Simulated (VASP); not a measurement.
Wanted: the native input for a VASP 6.6.1 run.

```
Task                   : single point
Functional             : r2SCAN
Potentials or basis    : VASP PAW PBE potentials, release 64 (Ag, I)
Cutoff                 : 550 eV
k mesh                 : 8 × 8 × 8
Occupations            : gaussian, width 0.01 eV
Spin                   : no spin polarisation
Dipole correction      : no
Further INCAR settings : ALGO = Normal; EDIFF = 1e-06; NBANDS = 16
```

The system is AgI.

```
Ag I
1.0
     0.00000    3.17595    3.17595
     3.17595    0.00000    3.17595
     3.17595    3.17595    0.00000
Ag I
1 1
Direct
  0.00000 0.00000 0.00000
  0.75000 0.75000 0.75000
```

The input as run:

POSCAR

```
AgI
1.0
    0.0000000000      3.1759496110      3.1759496110
    3.1759496110      0.0000000000      3.1759496110
    3.1759496110      3.1759496110      0.0000000000
Ag I
1 1
Direct
    0.0000000000      0.0000000000      0.0000000000
    0.7500000000      0.7500000000      0.7500000000
```

INCAR.step1

```
PREC = Accurate
ENCUT = 550
ISMEAR = 0
SIGMA = 0.01
LREAL = False
LASPH = True
NELM = 120
NBANDS = 16
GGA = PE
ALGO = Normal
EDIFF = 1E-5
LWAVE = True
LCHARG = False
GGA_COMPAT = False
```

INCAR.step2

```
PREC = Accurate
ENCUT = 550
EDIFF = 1E-6
ISMEAR = 0
SIGMA = 0.01
LREAL = False
LASPH = True
NELM = 120
ALGO = Normal
ISIF = 2
LWAVE = False
LCHARG = False
METAGGA = R2SCAN
LMIXTAU = True
NBANDS = 16
ISTART = 1
GGA_COMPAT = False
```

KPOINTS

```
regular mesh
0
Gamma
  8 8 8
```

Potentials or basis: VASP PAW PBE potentials, release 64 (Ag, I).

Launch:

```bash
$ cat potpaw_PBE.64/Ag/POTCAR potpaw_PBE.64/I/POTCAR > POTCAR
$ cp INCAR.step1 INCAR
$ mpirun -np 1 vasp_std > vasp.out
$ cp INCAR.step2 INCAR
$ mpirun -np 1 vasp_std > vasp.out
```

It gave:

```json
{
 "Pressure": "3.8 GPa",
 "Band gap on the k mesh": "1.79 eV"
}
```

Caveat: the cell stands under pressure; the PAW data sets were made with another functional, which shifts forces and pressure a little; spin-orbit coupling is left out, which moves the levels of the heavy elements.

It took 62 s on 1 thread of Intel(R) Xeon(R) 6975P-C (Granite Rapids) (shared host), peak memory 0.22 GiB.
